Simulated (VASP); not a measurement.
Wanted: the native input for a VASP 6.6.1 run.

* Task: single point
* Functional: LDA
* Potentials or basis: VASP PAW LDA potentials, release 64 (Cd, Se)
* Cutoff: 520 eV
* k mesh: 10 × 10 × 10
* Occupations: gaussian, width 0.01 eV
* Spin: no spin polarisation
* Dipole correction: no
* Further INCAR settings: ALGO = Normal; EDIFF = 1e-06; NBANDS = 16

The structure of CdSe lies in POSCAR:

```
CdSe
1.0
    0.0000000000      3.0039378305      3.0039378305
    3.0039378305      0.0000000000      3.0039378305
    3.0039378305      3.0039378305      0.0000000000
Cd Se
1 1
Direct
    0.0000000000      0.0000000000      0.0000000000
    0.2500000000      0.2500000000      0.2500000000
```

One way to write it, as run:

INCAR

```
SYSTEM = CdSe
ALGO = Normal
EDIFF = 1E-6
ENCUT = 520
GGA = CA
ISIF = 2
ISMEAR = 0
LASPH = .TRUE.
LCHARG = .FALSE.
LREAL = .FALSE.
LWAVE = .FALSE.
NBANDS = 16
NELM = 60
PREC = Accurate
SIGMA = 0.01
```

KPOINTS

```
k-points
0
G
  10 10 10
  0 0 0
```

Potentials or basis: VASP PAW LDA potentials, release 64 (Cd, Se).

Run with:

```console
$ cat potpaw_LDA.64/Cd/POTCAR potpaw_LDA.64/Se/POTCAR > POTCAR
$ mpirun -np 1 vasp_std > vasp.out
```

It gave:

```yaml
Pressure: 0.5 GPa
Band_gap_on_the_k_mesh: 0.44 eV
```

Caveat: semilocal functionals underestimate gaps, and a narrow one can read as zero.

It took 38 s on 1 thread of Intel Xeon 8259CL (shared host), peak memory 0.18 GiB.
